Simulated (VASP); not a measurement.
# SiS2 (Ibam) in VASP: further runs

SiS2 is run at these levels: PBE; tasks: relaxation of shape and atoms at fixed volume.

Everything below comes from runs of VASP 6.6.1. Logs are shortened: lines on timing, memory, paths and dates and some standing lists are left out, and cuts for length are marked.

**1. The cell of the first run**

Symmetry: Ibam, No. 72, orthorhombic system. Conventional cell: a = 6.403 Å, b = 11.252 Å, c = 5.626 Å, α = 90.00°, β = 90.00°, γ = 90.00°. Si (site symmetry 222) has 4 S at 2.16 Å and 2 Si at 2.81 Å within 2.9 Å. Within 2.9 Å of S (site symmetry m) lie 2 Si at 2.16 Å.

**2. Relaxation of shape and atoms at fixed volume, PBE (33.77 Å³/atom)**

Contents of INCAR:

```
PREC = Accurate ; ENCUT = 500
EDIFF = 1E-7 ; ISMEAR = 0
SIGMA = 0.05 ; LREAL = False
LASPH = True ; NELM = 120
ALGO = Normal ; ISIF = 4
LWAVE = False ; LCHARG = False
GGA = PE ; IBRION = 2
NSW = 60 ; EDIFFG = -0.01
GGA_COMPAT = False ; NELMIN = 4
```

Contents of KPOINTS:

```
Automatic mesh
0
Gamma
  8 8 8
```

Contents of POSCAR:

```
SiS2
1.0
   -3.2014079308      5.6259293343      2.8128030741
    3.2014079308     -5.6259293343      2.8128030741
    3.2014079308      5.6259293343     -2.8128030741
Si S
2 4
Direct
    0.7500000000      0.7500000000      0.0000000000
    0.2500000000      0.2500000000      0.0000000000
    0.8969000583      0.8182473291      0.7151473874
    0.1030999417      0.1817526709      0.2848526126
    0.3969000583      0.6817526709      0.0786527292
    0.6030999417      0.3182473291      0.9213472708
```

Potentials or basis: VASP PAW PBE potentials, release 64 (Si, S).

Started as:

```
> cat potpaw_PBE.64/Si/POTCAR potpaw_PBE.64/S/POTCAR > POTCAR
> mpirun -np 1 vasp_std > vasp.out
```

OUTCAR:

```text
PREC = Accurate
   ENCUT = 500
   EDIFF = 1E-7
   ISMEAR = 0
   LREAL = False
   LASPH = True
   NELM = 120
   ISIF = 4
   GGA = PE
   IBRION = 2
   NSW = 60
   EDIFFG = -0.01
   NELMIN = 4

 ion  position               nearest neighbor table
   1  0.750  0.750  0.000-   3 2.16   4 2.16   5 2.16   6 2.16   2 2.81   2 2.81
   2  0.250  0.250  0.000-   4 2.16   3 2.16   5 2.16   6 2.16   1 2.81   1 2.81
   3  0.897  0.818  0.715-   1 2.16   2 2.16
   4  0.103  0.182  0.285-   2 2.16   1 2.16
   5  0.397  0.682  0.079-   1 2.16   2 2.16
   6  0.603  0.318  0.921-   1 2.16   2 2.16

  LATTYP: Found a body centered orthorhombic cell.
 ALAT       =     5.6256061482
 B/A-ratio  =     1.1381557281
 C/A-ratio  =     2.0001148982

  Lattice vectors:

 A1 = (   3.2014079308,   5.6259293343,  -2.8128030741)
 A2 = (  -3.2014079308,   5.6259293343,   2.8128030741)
 A3 = (   3.2014079308,  -5.6259293343,   2.8128030741)

Analysis of symmetry for initial positions (statically):
=====================================================================
 Subroutine PRICEL returns:
 Original cell was already a primitive cell.

 Routine SETGRP: Setting up the symmetry group for a
 body centered orthorhombic supercell.

 Subroutine GETGRP returns: Found  8 space group operations
 (whereof  4 operations were pure point group operations)
 out of a pool of  8 trial point group operations.

The static configuration has the point symmetry C_2h.
 The point group associated with its full space group is D_2h.

Analysis of symmetry for dynamics (positions and initial velocities):
=====================================================================
 Subroutine PRICEL returns:
 Original cell was already a primitive cell.

 Routine SETGRP: Setting up the symmetry group for a
 body centered orthorhombic supercell.

 Subroutine GETGRP returns: Found  8 space group operations
 (whereof  4 operations were pure point group operations)
 out of a pool of  8 trial point group operations.

The dynamic configuration has the point symmetry C_2h.
 The point group associated with its full space group is D_2h.

 Subroutine INISYM returns: Found  8 space group operations
 (whereof  4 operations are pure point group operations),
 and found     1 'primitive' translations

----------------------------------------------------------------------------------------

                                     Primitive cell

  volume of cell :     202.6444

  direct lattice vectors                    reciprocal lattice vectors
    -3.201407931  5.625929334  2.812803074     0.000000000  0.088874206  0.177758623
     3.201407931 -5.625929334  2.812803074     0.156181284  0.000000000  0.177758623
     3.201407931  5.625929334 -2.812803074     0.156181284  0.088874206  0.000000000

  length of vectors
     7.057758479  7.057758479  7.057758479     0.198737899  0.236623586  0.179697573

  position of ions in fractional coordinates (direct lattice)
     0.750000000  0.750000000  0.000000000
     0.250000000  0.250000000  0.000000000
     0.896900058  0.818247329  0.715147387
     0.103099942  0.181752671  0.284852613
     0.396900058  0.681752671  0.078652729
     0.603099942  0.318247329  0.921347271

  ion indices of the primitive-cell ions
   primitive index   ion index
                 1           1
                 2           2
                 3           3
                 4           4
                 5           5
                 6           6

----------------------------------------------------------------------------------------

 KPOINTS: Automatic mesh

Automatic generation of k-mesh.
 Grid dimensions read from file:
 generate k-points for:    8    8    8

 Generating k-lattice:

  Cartesian coordinates                     Fractional coordinates (reciprocal lattice)
     0.000000000  0.011109276  0.022219828     0.125000000  0.000000000 -0.000000000
     0.019522660  0.000000000  0.022219828     0.000000000  0.125000000  0.000000000
     0.019522660  0.011109276  0.000000000    -0.000000000  0.000000000  0.125000000

  Length of vectors
     0.024842237  0.029577948  0.022462197

  Shift w.r.t. Gamma in fractional coordinates (k-lattice)
     0.000000000  0.000000000  0.000000000

 Subroutine IBZKPT returns following result:
 ===========================================

 Found     95 irreducible k-points:

 Following reciprocal coordinates:
            Coordinates               Weight
  0.000000  0.000000  0.000000      1.000000
  0.125000  0.000000  0.000000      4.000000
  0.250000  0.000000  0.000000      4.000000
  0.375000  0.000000 -0.000000      4.000000
  0.500000  0.000000  0.000000      2.000000
  0.000000  0.125000  0.000000      4.000000
[... 16 lines left out ...]
  0.125000  0.375000  0.000000      8.000000
  0.250000  0.375000  0.000000      8.000000
 [... further k-points ...]
   k-points           NKPTS =     95   k-points in BZ     NKDIM =     95   number of bands    NBANDS=     20
   number of dos      NEDOS =    301   number of ions     NIONS =      6
   total plane-waves  NPLWV = 157464
   dimension x,y,z NGX =    54 NGY =   54 NGZ =   54
   dimension x,y,z NGXF=   108 NGYF=  108 NGZF=  108
   ions per type =               2   4
   NGX,Y,Z   is equivalent  to a cutoff of  12.72, 12.72, 12.72 a.u.
   NGXF,Y,Z  is equivalent  to a cutoff of  25.44, 25.44, 25.44 a.u.
 SYSTEM =  unknown system
   PREC   = accura    normal or accurate (medium, high low for compatibility)
   ISTART =      0    job   : 0-new  1-cont  2-samecut
   ICHARG =      2    charge: 1-file 2-atom 10-const
   ISPIN  =      1    spin polarized calculation?
   LNONCOLLINEAR =      F non collinear calculations
   LSORBIT =      F    spin-orbit coupling
   LASPH  =      T    aspherical Exc in radial PAW
   ENCUT  =  500.0 eV  36.75 Ry    6.06 a.u.  12.87 12.87 12.87*2*pi/ulx,y,z
   NELM   =    120;   NELMIN=  4; NELMDL= -5     # of ELM steps
   EDIFF  = 0.1E-06   stopping-criterion for ELM
   LREAL  =      F    real-space projection
   EDIFFG = -.1E-01   stopping-criterion for IOM
   NSW    =     60    number of steps for IOM
   IBRION =      2    ionic relax: 0-MD 1-quasi-New 2-CG
   NFREE  =      1    steps in history (QN), initial steepest desc. (CG)
   ISIF   =      4    stress and relaxation
   ISYM   =      2    0-nonsym 1-usesym 2-fastsym
   POTIM  = 0.5000    time-step for ionic-motion
   TEBEG  =    0.0;   TEEND  =   0.0 temperature during run
   PSTRESS=    0.0 pullay stress
   NELECT =      32.0000    total number of electrons
   NUPDOWN=      -1.0000    fix difference up-down
   EMIN   =  10.00;   EMAX   =-10.00  energy-range for DOS
   EFERMI =   0.00;   METHOD = LEGACY
   ISMEAR =     0;   SIGMA  =   0.05  broadening in eV -4-tet -1-fermi 0-gaus
   EFERMI_NEDOS =   21; number of points for ismear=-14 and -15
   IALGO  =     38    algorithm
   IMIX   =      4    mixing-type and parameters
     AMIX     =   0.40;   BMIX     =  1.00
     AMIX_MAG =   1.60;   BMIX_MAG =  1.00
  volume/ion in A,a.u.               =      33.77       227.92
  Fermi-wavevector in a.u.,A,eV,Ry     =   0.884871  1.672164 10.653316  0.782997
  Thomas-Fermi vector in A             =   2.005829
   LORBIT       =      0    0 simple, 1 ext, 2 COOP (PROOUT), +10 PAW based schemes
   GGA     = PE    functional components
   LHFCALC =     F    Hartree Fock is set to
   AEXX    =    0.0000 exact exchange contribution
   IVDW    =     0    specifies the selected vdW correction
   LEPSILON=     F    determine dielectric tensor
   LRPA    =     F    only Hartree local field effects (RPA)
 conjugate gradient relaxation of ions
 non-spin polarized calculation
 Gauss-broadening in eV      SIGMA  =   0.05
  energy-cutoff  :      500.00
  volume of cell :      202.64
 maximum number of plane-waves:      5170
 NGX is ok and might be reduce to    54
   NGX = 25   NGY = 25   NGZ = 25

--------------------------------------- Ionic step        1  -------------------------------------------

 number of electron      31.9999999 magnetization

 Free energy of the ion-electron system (eV)
  ---------------------------------------------------
  ext. energy  EPLUGINS =         0.00000000
  ---------------------------------------------------
  free energy    TOTEN  =       -31.43341252 eV

  energy without entropy =      -31.43341252  energy(sigma->0) =      -31.43341252

------------------------ aborting loop because EDIFF is reached ----------------------------------------

  FORCE on cell =-STRESS in cart. coord.  units (eV):
  Direction    XX          YY          ZZ          XY          YZ          ZX
  --------------------------------------------------------------------------------------
  -------------------------------------------------------------------------------------
  Total       -1.1760475     -1.1654625     -1.7301905      0.0000000      0.0000000      0.0000000
  in kB       -9.2982419     -9.2145534    -13.6794894      0.0000000      0.0000000      0.0000000
  external PRESSURE =     -10.7307616 kB  Pullay stress =       0.0000000 kB
[... 145 lines left out ...]
  energy  without entropy=      -31.4477508444  energy(sigma->0) =      -31.44775084

--------------------------------------- Ionic step        5  -------------------------------------------

 number of electron      31.9999998 magnetization

 Free energy of the ion-electron system (eV)
  ---------------------------------------------------
  ext. energy  EPLUGINS =         0.00000000
  ---------------------------------------------------
  free energy    TOTEN  =       -31.44780948 eV

  energy without entropy =      -31.44780948  energy(sigma->0) =      -31.44780948

 E-fermi :   0.0061     XC(G=0):  -6.7332

 val. band max:       -0.2118772370   @ k =  -0.2500   0.2500   0.2500
 cond. band min:       2.9459130182   @ k =  -0.3750  -0.2500   0.2500
 fundamental gap:      3.1577902552
 Fermi energy:         0.0061423953

 k-point     1 :       0.0000    0.0000    0.0000
  band No.  band energies     occupation
      1     -14.5003      2.00000
      2     -12.5514      2.00000
      3     -12.0192      2.00000
      4     -12.0054      2.00000
      5      -7.6529      2.00000
      6      -5.7886      2.00000
[... 12 lines left out ...]
     19       4.0167      0.00000
[... 513 lines left out ...]
      4     -12.0204      2.00000
      5      -6.6217      2.00000
      6      -5.9239      2.00000
[... 12 lines left out ...]
     19       4.5405      0.00000
     20       4.5752      0.00000

 [... further k-points ...]

------------------------ aborting loop because EDIFF is reached ----------------------------------------

  FORCE on cell =-STRESS in cart. coord.  units (eV):
  Direction    XX          YY          ZZ          XY          YZ          ZX
  --------------------------------------------------------------------------------------
  -------------------------------------------------------------------------------------
  Total       -0.0688400     -0.0658470     -0.0666746      0.0000000      0.0000000      0.0000000
  in kB       -0.5442729     -0.5206097     -0.5271528      0.0000000      0.0000000      0.0000000
  external PRESSURE =      -0.5306784 kB  Pullay stress =       0.0000000 kB
[... 21 lines left out ...]
  FREE ENERGIE OF THE ION-ELECTRON SYSTEM (eV)
  ---------------------------------------------------
  free  energy   TOTEN  =       -31.4478094779 eV

  energy  without entropy=      -31.4478094779  energy(sigma->0) =      -31.44780948

 reached required accuracy - stopping structural energy minimisation
```

Wall time 17 min (1 thread of AMD EPYC 9R45 (Zen 5), shared host); peak memory 0.58 GiB.

What came out:

* Free energy: -31.4478 eV
* Energy gained by relaxing: 2.4 meV/atom
* Ionic steps: 5
* Pressure after relaxing: -0.1 GPa
* Band gap on the k mesh: 3.16 eV (least direct gap 3.49 eV)

Step by step:
```tsv
step	energy change (eV)	largest force (eV/Å)	pressure (GPa)	volume (Å³)
1	0.0000	0.3388	-1.07	202.64
2	-0.0135	0.0244	-0.23	202.64
3	-0.0137	0.0180	-0.11	202.64
4	-0.0143	0.0053	-0.07	202.64
5	-0.0144	0.0016	-0.05	202.64
```

Final structure:
```xyz
6
Lattice="-3.2120 5.6452 2.7940 3.2120 -5.6452 2.7940 3.2120 5.6452 -2.7940" Properties=species:S:1:pos:R:3 pbc="T T T"
Si    0.0000    0.0000    4.1910
Si    0.0000    0.0000    1.3970
S     2.0574    4.4938    2.7940
S     1.1546    1.1514    0.0000
S     1.1546   -1.1514    2.7940
S     2.0574    6.7966    0.0000
```

A k mesh can miss the band edges. A hybrid or GW would open this gap; PBE tends to underestimate it.

**3. Relaxation of shape and atoms at fixed volume, PBE (31.18 Å³/atom)**

This run uses another cell than the first one, of 31.18 Å³/atom.

Contents of INCAR:

```
SYSTEM = SiS2
PREC = Accurate
ENCUT = 500
EDIFF = 1E-7
ISMEAR = 0
SIGMA = 0.05
LREAL = .False.
LASPH = .True.
NELM = 120
ALGO = Normal
ISIF = 4
LWAVE = .False.
LCHARG = .False.
GGA = PE
IBRION = 2
NSW = 60
EDIFFG = -0.01
GGA_COMPAT = .False.
NELMIN = 4
```

Contents of KPOINTS:

```
Automatic mesh
0
Gamma
  8 8 8
  0 0 0
```

Contents of POSCAR:

```
SiS2
1.0
   -3.0948624131      5.4419633299      2.7766142839
    3.0948624131     -5.4419633299      2.7766142839
    3.0948624131      5.4419633299     -2.7766142839
Si S
2 4
Direct
    0.7500000000      0.7500000000      0.0000000000
    0.2500000000      0.2500000000      0.0000000000
    0.8949004399      0.8145009906      0.7094014304
    0.1050995601      0.1854990094      0.2905985696
    0.3949004399      0.6854990094      0.0803994493
    0.6050995601      0.3145009906      0.9196005507
```

Potentials or basis: VASP PAW PBE potentials, release 64 (Si, S).

Started as:

```
> cat potpaw_PBE.64/Si/POTCAR potpaw_PBE.64/S/POTCAR > POTCAR
> mpirun -np 1 vasp_std > vasp.out
```

Wall time 29 min (1 thread of Oxide Virtual Turin-like, shared host); peak memory 0.5 GiB.

It converged, with:

```
Free energy               : -31.4458 eV
Energy gained by relaxing : 1.6 meV/atom
Ionic steps               : 5
Pressure after relaxing   : 0.0 GPa
Band gap on the k mesh    : 3.08 eV (least direct gap 3.41 eV)
```

Step by step:
| step | energy change (eV) | largest force (eV/Å) | pressure (GPa) | volume (Å³) |
| --- | --- | --- | --- | --- |
| 1 | 0.0000 | 0.2869 | 0.97 | 187.06 |
| 2 | -0.0090 | 0.0036 | 0.15 | 187.06 |
| 3 | -0.0091 | 0.0164 | 0.09 | 187.06 |
| 4 | -0.0095 | 0.0050 | 0.06 | 187.06 |
| 5 | -0.0095 | 0.0002 | 0.04 | 187.06 |

Final structure:
```cif
data_structure
_symmetry_space_group_name_H-M 'P 1'
_symmetry_Int_Tables_number 1
_cell_length_a 6.8392
_cell_length_b 6.8392
_cell_length_c 6.8392
_cell_angle_alpha 126.354
_cell_angle_beta 74.964
_cell_angle_gamma 131.810
_cell_volume 187.06
loop_
_atom_site_label
_atom_site_type_symbol
_atom_site_fract_x
_atom_site_fract_y
_atom_site_fract_z
_atom_site_occupancy
Si1 Si 0.75000 0.75000 0.00000 1
Si2 Si 0.25000 0.25000 0.00000 1
S1 S 0.89396 0.81285 0.70681 1
S2 S 0.10604 0.18715 0.29319 1
S3 S 0.39396 0.68715 0.08111 1
S4 S 0.60604 0.31285 0.91889 1
```

Levels at points of the mesh, in eV from the valence-band top:
| k point | band 13 | band 14 | band 15 | band 16 | band 17 | band 18 | band 19 | band 20 |
| --- | --- | --- | --- | --- | --- | --- | --- | --- |
| (0.00, 0.00, 0.00) | -1.65 | -1.03 | -0.99 | -0.17 | 3.93 | 4.02 | 4.10 | 5.14 |
| (0.50, 0.00, 0.00) | -1.01 | -1.01 | -0.68 | -0.68 | 3.41 | 3.41 | 4.89 | 4.89 |
| (0.00, 0.50, 0.00) | -0.79 | -0.79 | -0.73 | -0.73 | 3.41 | 3.41 | 4.75 | 4.75 |
| (0.50, 0.50, 0.00) | -1.73 | -1.37 | -1.14 | 0.00 | 3.94 | 4.64 | 4.76 | 4.85 |
| (0.50, 0.50, 0.50) | -1.77 | -1.69 | -1.29 | -0.09 | 3.31 | 4.35 | 4.77 | 4.84 |

A k mesh can miss the band edges.
